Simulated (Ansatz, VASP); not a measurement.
One calculation of W, two programs

```
CELL_PARAMETERS angstrom
-1.58495 1.58495 1.58495
1.58495 -1.58495 1.58495
1.58495 1.58495 -1.58495
ATOMIC_POSITIONS crystal
W 0.00000 0.00000 0.00000
```

Alike in both runs: functional r2SCAN; k mesh 8 × 8 × 8; occupations gaussian, width 0.1 eV; no spin polarisation.

Ansatz relaxed the structure, and its values are those at the end. VASP's run is a single point on that final structure, the one shown.

```csv
,VASP,Ansatz
version,VASP 6.6.1,Ansatz 0.2.0
potentials or method,"VASP PAW PBE potentials, release 64 (W_sv), cutoff 520 eV","scalar-relativistic, plane waves, PAW"
valence electrons in the cell,14,14
```

```csv
,VASP,Ansatz,Ansatz less VASP
gap on the k mesh at the Fermi level (eV),none,none,-
pressure (GPa),1.1,0.1,-1.03
```

VASP's potentials were made for PBE, not for r2SCAN. A gap of «none» marks a metal or a gap that the smearing closes.

Neither program's run includes spin-orbit coupling.
